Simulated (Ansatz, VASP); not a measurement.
MgCdS4: VASP beside Ansatz

```
Mg Cd S
1.0
     4.60833    0.00000    0.00000
     0.00000    4.60833    0.00000
     0.00000    0.00000    9.56858
Mg Cd S
1 1 4
Direct
  0.50000 0.50000 0.50000
  0.00000 0.00000 0.00000
  0.50000 0.00000 0.00000
  0.00000 0.50000 0.00000
  0.00000 0.00000 0.38812
  0.00000 0.00000 0.61188
```

Change from the starting cell: species swapped into the AlTlF4 type (P4/mmm, No. 123).

Alike in both runs: task relaxation of cell and atoms; functional PBE; k mesh 8 × 8 × 4; occupations gaussian, width 0.1 eV; no spin polarisation.

|  | VASP | Ansatz |
| --- | --- | --- |
| version | VASP 6.6.1 | Ansatz 0.2.0 |
| potentials or method | VASP PAW PBE potentials, release 64 (Mg, Cd, S), cutoff 600 eV | scalar-relativistic, plane waves, PAW |
| valence electrons in the cell | 38 | 54 |

VASP gave:

* gap on the k mesh at the Fermi level, each at its own relaxed structure (eV): none
* relaxed volume (Å³/atom): 34.57
* relaxed cell length with the largest relative difference (Å): 9.519

Which values does Ansatz return?

gap on the k mesh at the Fermi level, each at its own relaxed structure (eV): none; relaxed volume (Å³/atom): 34.52; relaxed cell length with the largest relative difference (Å): 9.578.

A gap of «none» marks a metal or a gap that the smearing closes. VASP's potentials hold 38 valence electrons a cell and Ansatz's 54, so a difference there can come from the potentials and not from the codes.
